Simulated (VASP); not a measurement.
# SnO in VASP: single point with PBE+D3(BJ)

Aim: the single point of SnO with PBE+D3(BJ).

Program: VASP 6.6.1. These are calculated values, not measurements. Logs are shortened: lines on timing, memory, paths and dates and some standing lists are left out, and cuts for length are marked.

### 1 The cell of the first run

The cell holds a slab with vacuum, 8 atoms: a = 3.820 Å, b = 3.820 Å, c = 22.226 Å, α = 90.00°, β = 90.00°, γ = 90.00°.

### 2 Single point, PBE+D3(BJ) (layers slid over each other)

File INCAR:

```
ALGO = Normal
DIPOL = 0.5 0.5 0.394
EDIFF = 1E-7
ENCUT = 520
GGA = PE
IDIPOL = 3
ISIF = 2
ISMEAR = 0
IVDW = 12
LASPH = T
LCHARG = F
LDIPOL = T
LREAL = F
LWAVE = F
NBANDS = 50
NELM = 80
PREC = Accurate
SIGMA = 0.05
```

File KPOINTS:

```
k-points
0
Gamma
  7 7 1
```

File POSCAR:

```
SnO
1.0
    3.8201526160      0.0002954389      0.0000000000
   -0.0003145156      3.8201526145      0.0000000000
    0.0000000000      0.0000000000     22.2260756252
Sn O
4 4
Direct
    0.9999453016      0.9999453016      0.2024648920
    0.4999453016      0.4999453016      0.3087831576
    0.8749453016      0.9999453016      0.4797535108
    0.3749453016      0.4999453016      0.5860717765
    0.9999461184      0.4999461184      0.2556240248
    0.4999461184      0.9999461184      0.2556240248
    0.8749461184      0.4999461184      0.5329126436
    0.3749461184      0.9999461184      0.5329126436
```

Potentials or basis: VASP PAW PBE potentials, release 64 (Sn_d, O).

Launch:

```bash
$ cat potpaw_PBE.64/Sn_d/POTCAR potpaw_PBE.64/O/POTCAR > POTCAR
$ mpirun -np 1 vasp_std > vasp.out
```

OUTCAR:

```text
EDIFF = 1E-7
   ENCUT = 520
   GGA = PE
   ISIF = 2
   ISMEAR = 0
   IVDW = 12
   LASPH = T
   LREAL = F
   NELM = 80
   PREC = Accurate
 IVDW          = 12

 ion  position               nearest neighbor table
   1  1.000  1.000  0.202-   6 2.25   5 2.25   6 2.25   5 2.25   2 3.59   2 3.59   2 3.59   2 3.59

   2  0.500  0.500  0.309-   5 2.25   6 2.25   5 2.25   6 2.25   1 3.59   1 3.59   1 3.59   1 3.59

   3  0.875  1.000  0.480-   8 2.25   7 2.25   8 2.25   7 2.25   4 3.59   4 3.59   4 3.59   4 3.59

   4  0.375  0.500  0.586-   7 2.25   8 2.25   7 2.25   8 2.25   3 3.59   3 3.59   3 3.59   3 3.59

   5  1.000  0.500  0.256-   2 2.25   1 2.25   2 2.25   1 2.25
   6  0.500  1.000  0.256-   1 2.25   2 2.25   1 2.25   2 2.25
   7  0.875  0.500  0.533-   3 2.25   4 2.25   3 2.25   4 2.25
   8  0.375  1.000  0.533-   3 2.25   4 2.25   3 2.25   4 2.25

  LATTYP: Found a simple tetragonal cell.
 ALAT       =     3.8201526274
 C/A-ratio  =     5.8181119429

  Lattice vectors:

 A1 = (   3.8201526160,   0.0002954389,   0.0000000000)
 A2 = (  -0.0003145156,   3.8201526145,   0.0000000000)
 A3 = (   0.0000000000,   0.0000000000,  22.2260756252)

Analysis of symmetry for initial positions (statically):
=====================================================================
 Subroutine PRICEL returns:
 Original cell was already a primitive cell.

 Routine SETGRP: Setting up the symmetry group for a
 simple tetragonal supercell.

 Subroutine GETGRP returns: Found  4 space group operations
 (whereof  1 operations were pure point group operations)
 out of a pool of 16 trial point group operations.

The static configuration has the point symmetry C_1 .
 The point group associated with its full space group is C_2h.

Analysis of symmetry for dynamics (positions and initial velocities):
=====================================================================
 Subroutine PRICEL returns:
 Original cell was already a primitive cell.

 Routine SETGRP: Setting up the symmetry group for a
 simple tetragonal supercell.

 Subroutine GETGRP returns: Found  4 space group operations
 (whereof  1 operations were pure point group operations)
 out of a pool of 16 trial point group operations.

The dynamic configuration has the point symmetry C_1 .
 The point group associated with its full space group is C_2h.

 Subroutine INISYM returns: Found  4 space group operations
 (whereof  1 operations are pure point group operations),
 and found     1 'primitive' translations

----------------------------------------------------------------------------------------
[... 111 lines left out ...]
   ISMEAR =     0;   SIGMA  =   0.05  broadening in eV -4-tet -1-fermi 0-gaus
   EFERMI_NEDOS =   21; number of points for ismear=-14 and -15
   IALGO  =     38    algorithm
   IMIX   =      4    mixing-type and parameters
     AMIX     =   0.40;   BMIX     =  1.00
     AMIX_MAG =   1.60;   BMIX_MAG =  1.00
  volume/ion in A,a.u.               =      40.54       273.61
  Fermi-wavevector in a.u.,A,eV,Ry     =   1.026668  1.940121 14.341187  1.054047
  Thomas-Fermi vector in A             =   2.160573
   LORBIT       =      0    0 simple, 1 ext, 2 COOP (PROOUT), +10 PAW based schemes
   GGA     = PE    functional components
   LHFCALC =     F    Hartree Fock is set to
   AEXX    =    0.0000 exact exchange contribution
   IVDW    =    12    specifies the selected vdW correction
   LEPSILON=     F    determine dielectric tensor
   LRPA    =     F    only Hartree local field effects (RPA)
 non-spin polarized calculation
 Gauss-broadening in eV      SIGMA  =   0.05
  energy-cutoff  :      520.00
  volume of cell :      324.36
 maximum number of plane-waves:      8769
   NGX = 15   NGY = 15   NGZ = 83

 dipolmoment           0.000000      0.000000      0.000200 electrons x Angstroem

 number of electron      79.9999970 magnetization

 dipolmoment           0.000000      0.000000     -0.000002 electrons x Angstroem

 Free energy of the ion-electron system (eV)
  ---------------------------------------------------
  ext. energy  EPLUGINS =         0.00000000
  ---------------------------------------------------
  free energy    TOTEN  =       -45.21294694 eV

  energy without entropy =      -45.21294694  energy(sigma->0) =      -45.21294694

 E-fermi :   0.1532     XC(G=0):  -5.2824

 val. band max:       -0.1363537296   @ k =   0.1429   0.0000   0.0000
 cond. band min:       2.3225090652   @ k =   0.4286   0.4286   0.0000
 fundamental gap:      2.4588627948
 Fermi energy:         0.1531647315

 k-point     1 :       0.0000    0.0000    0.0000
  band No.  band energies     occupation
      1     -21.0685      2.00000
      2     -21.0683      2.00000
      3     -20.7083      2.00000
      4     -20.7080      2.00000
      5     -20.6706      2.00000
      6     -20.6705      2.00000
[... 837 lines left out ...]
     49       5.8422      0.00000
     50       6.1949      0.00000

------------------------ aborting loop because EDIFF is reached ----------------------------------------

 vacuum level on the upper side and lower side of the slab       (xc-potential included)        -0.131        -0.131

 Edisp (eV)   -1.27697

 E8    (eV) :    -0.5657

  FORCE on cell =-STRESS in cart. coord.  units (eV):
  Direction    XX          YY          ZZ          XY          YZ          ZX
  --------------------------------------------------------------------------------------
  -------------------------------------------------------------------------------------
  Total       0.11710     0.13841    -0.51420    -0.00000     0.00001     0.17942
  in kB       0.57842     0.68370    -2.53992    -0.00001     0.00007     0.88625
  external pressure =       -0.43 kB  Pullay stress =        0.00 kB

 VOLUME and BASIS-vectors are now :
 -----------------------------------------------------------------------------
  energy-cutoff  :      520.00
  volume of cell :      324.36
      direct lattice vectors                 reciprocal lattice vectors
     3.820152616  0.000295439  0.000000000     0.261769645  0.000021552  0.000000000
    -0.000314516  3.820152614  0.000000000    -0.000020244  0.261769645  0.000000000
     0.000000000  0.000000000 22.226075625     0.000000000  0.000000000  0.044992198

 POSITION                                       TOTAL-FORCE (eV/Angst)
 -----------------------------------------------------------------------------------
      3.81963      3.82024      4.50000        -0.003690     -0.000000     -0.069837
      1.90971      1.91002      6.86304        -0.015265     -0.000001      0.188219
      3.34211      3.82020     10.66304         0.015265      0.000001     -0.188219
      1.43219      1.90998     13.02608         0.003690      0.000000      0.069837
      3.81979      1.91017      5.68152        -0.021973     -0.000002      0.019760
      1.90956      3.82009      5.68152         0.007314      0.000001      0.019259
      3.34227      1.91013     11.84456        -0.007314     -0.000001     -0.019259
      1.43204      3.82006     11.84456         0.021973      0.000002     -0.019760
 -----------------------------------------------------------------------------------
    total drift:                               -0.013975     -0.013977     -0.000074

  FREE ENERGIE OF THE ION-ELECTRON SYSTEM (eV)
  ---------------------------------------------------
  free  energy   TOTEN  =       -46.4899215257 eV

  energy  without entropy=      -46.4899215257  energy(sigma->0) =      -46.48992153

 vacuum level on the upper side and lower side of the slab         4.796         4.797
```

OSZICAR:

```text
N       E                     dE             d eps       ncg     rms          rms(c)
DAV:   1     0.953479974682E+03    0.95348E+03   -0.38069E+04  1696   0.181E+03
DAV:   2     0.139842853742E+03   -0.81364E+03   -0.78601E+03  1768   0.497E+02
DAV:   3    -0.387601035494E+02   -0.17860E+03   -0.17285E+03  2020   0.220E+02
[... 15 lines left out ...]
DAV:  19    -0.452129186867E+02   -0.32744E-04   -0.80675E-07  1570   0.564E-03    0.212E-03
DAV:  20    -0.452129396532E+02   -0.20966E-04   -0.70942E-07  1404   0.512E-03    0.170E-03
DAV:  21    -0.452129450071E+02   -0.53539E-05   -0.23300E-07  1316   0.357E-03    0.117E-03
DAV:  22    -0.452129468891E+02   -0.18820E-05   -0.17419E-07  1180   0.238E-03    0.345E-04
DAV:  23    -0.452129469422E+02   -0.53144E-07   -0.49817E-08  1204   0.207E-03
   1 F= -.46489922E+02 E0= -.46489922E+02  d E =-.619129E-17
```

stdout:

```text
POSCAR found type information on POSCAR SnO
 POSCAR found :  2 types and       8 ions
 scaLAPACK will be used
 LDA part: xc-table for (Slater+PW92), standard interpolation
 POSCAR, INCAR and KPOINTS ok, starting setup
 FFT: planning ... GRIDC
 FFT: planning ... GRID_SOFT
 FFT: planning ... GRID
 WAVECAR not read
 entering main loop
```

It took 6.3 min on 1 thread of Intel Xeon 6975P-C (Granite Rapids), shared host; peak memory 0.42 GiB.

What came out:

* Free energy: -46.4899 eV
* Largest force: 0.189 eV/Å
* Band gap on the k mesh: 2.46 eV (least direct gap 2.51 eV)
* Dispersion energy per atom: -0.160 eV

Forces on the atoms (eV/Å):
```
Sn  -0.004  0.000 -0.070
Sn  -0.015  0.000  0.188
Sn   0.015  0.000 -0.188
Sn   0.004  0.000  0.070
O   -0.022  0.000  0.020
O    0.007  0.000  0.019
O   -0.007  0.000 -0.019
O    0.022  0.000 -0.020
```

Caveat: the cell differs from its parent crystal (layers slid over each other); spin-orbit coupling is left out, which moves the levels of the heavy elements.
